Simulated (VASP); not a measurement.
A run of VASP 6.6.1:

The input INCAR:

```
SYSTEM = SrTiO3
ALGO = Normal
EDIFF = 1E-6
ENCUT = 600
GGA = PE
GGA_COMPAT = .False.
ISIF = 2
ISMEAR = -1
LASPH = .True.
LCHARG = .False.
LREAL = .False.
LWAVE = .False.
NBANDS = 28
NELM = 120
PREC = Accurate
SIGMA = 0.02
```

File KPOINTS:

```
k-points
0
Gamma
  8 8 8
  0 0 0
```

POSCAR

```
SrTiO3
1.0
    3.9050000000      0.0000000000      0.0000000000
    0.0000000000      3.9050000000      0.0000000000
    0.0000000000      0.0000000000      3.8659500000
Sr Ti O
1 1 3
Direct
    0.0000000000      0.0000000000      0.0000000000
    0.5000000000      0.5000000000      0.5000000000
    0.0000000000      0.5000000000      0.5000000000
    0.5000000000      0.0000000000      0.5000000000
    0.5000000000      0.5000000000      0.0000000000
```

Potentials or basis: VASP PAW PBE potentials, release 64 (Sr_sv, Ti_sv, O).

Command:

```sh
$ cat potpaw_PBE.64/Sr_sv/POTCAR potpaw_PBE.64/Ti_sv/POTCAR potpaw_PBE.64/O/POTCAR > POTCAR
$ mpirun -np 1 vasp_std > vasp.out
```

Hardware: 1 thread of Intel(R) Xeon(R) 6975P-C (Granite Rapids), on a shared host.

Q: Estimate the wall time of this run.

A: It took 53 s on 1 thread of Intel(R) Xeon(R) 6975P-C (Granite Rapids), on a shared host, peak memory 0.28 GiB. Counts: scf iterations 16, k points 75.
